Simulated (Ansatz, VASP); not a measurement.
**Two plane-wave programs on RbNO3**

The input INCAR:

```
SYSTEM = RbNO3
  ALGO = Normal
  EDIFF = 1E-6
  ENCUT = 520
  ISIF = 2
  ISMEAR = 0
  LASPH = .True.
  LCHARG = .False.
  LREAL = .False.
  LWAVE = .False.
  NBANDS = 43
  NELM = 60
  PREC = Accurate
  SIGMA = 0.05
```

KPOINTS

```
k-points
0
Gamma
  6 6 6
  0 0 0
```

The input POSCAR:

```
RbNO3
1.0
   -3.0259969667      5.2411804899      0.0000000000
   -6.0519939334      0.0000000000      0.0000000000
   -3.0259969667      1.7470601633      5.7408191414
Rb N O
2 2 6
Direct
    0.0000000000      0.0000000000      0.0000000000
    0.5000000000      0.5000000000      0.5000000000
    0.2500000000      0.2500000000      0.2500000000
    0.7500000000      0.7500000000      0.7500000000
    0.4581640200      0.0418359800      0.2500000000
    0.2500000000      0.4581640200      0.2500000000
    0.7500000000      0.5418359800      0.7500000000
    0.5418359800      0.9581640200      0.7500000000
    0.9581640200      0.7500000000      0.7500000000
    0.0418359800      0.2500000000      0.2500000000
```

Input for Ansatz:

```yaml
crystal:
  lattice:
    - [-3.0259969667, 5.2411804899, 0.0]
    - [-6.0519939334, 0.0, 0.0]
    - [-3.0259969667, 1.7470601633, 5.7408191414]
  atoms:
    - { symbol: Rb, position: [0.0, 0.0, 0.0] }
    - { symbol: Rb, position: [0.5, 0.5, 0.5] }
    - { symbol: "N", position: [0.25, 0.25, 0.25] }
    - { symbol: "N", position: [0.75, 0.75, 0.75] }
    - { symbol: O, position: [0.45816402, 0.04183598, 0.25] }
    - { symbol: O, position: [0.25, 0.45816402, 0.25] }
    - { symbol: O, position: [0.75, 0.54183598, 0.75] }
    - { symbol: O, position: [0.54183598, 0.95816402, 0.75] }
    - { symbol: O, position: [0.95816402, 0.75, 0.75] }
    - { symbol: O, position: [0.04183598, 0.25, 0.25] }
basis:
  ecutwfc: 500
  fft_grid_basis: typed
kpoints:
  mp_grid: { grid: [6, 6, 6] }
hamiltonian:
  xc: lda
scf:
  occupations: { method: gaussian, width: 0.05 }
output:
  forces: true
  stress: true
  eigenvalues: true
  bader: true
  write_density: true
  volumetric_format: npy
  elf: true
```

Alike in both runs: task single point; functional LDA; k mesh 6 × 6 × 6; occupations gaussian, width 0.05 eV; no spin polarisation.

```csv
,VASP,Ansatz
version,VASP 6.6.1,Ansatz 0.2.0
potentials or method,"VASP PAW LDA potentials, release 64 (Rb_sv, N, O), cutoff 520 eV","scalar-relativistic, plane waves, PAW"
valence electrons in the cell,64,64
```

VASP gave:

| Item | Value |
| --- | --- |
| gap on the k mesh at the Fermi level (eV) | 2.94 |
| pressure (GPa) | -2.1 |
| traceless stress, the component that is largest in VASP (GPa) | 1.25 |
| rms of the force components (eV/Å) | 0.086 |

Problem. Which values does Ansatz return?

Solution. gap on the k mesh at the Fermi level (eV): 2.97; pressure (GPa): -3.3; traceless stress, the component that is largest in VASP (GPa): 2.64; rms of the force components (eV/Å): 0.359.

LDA's correlation is that of Perdew and Zunger in VASP and of Perdew and Wang (1992) in Ansatz. Atom by atom the forces differ by 0.273 eV/Å (rms over components). One of these differences is far larger than is usual between the two programs; its cause wasn't traced.

Noted on VASP's run: the standard files for N, O and F lose accuracy on very short bonds.
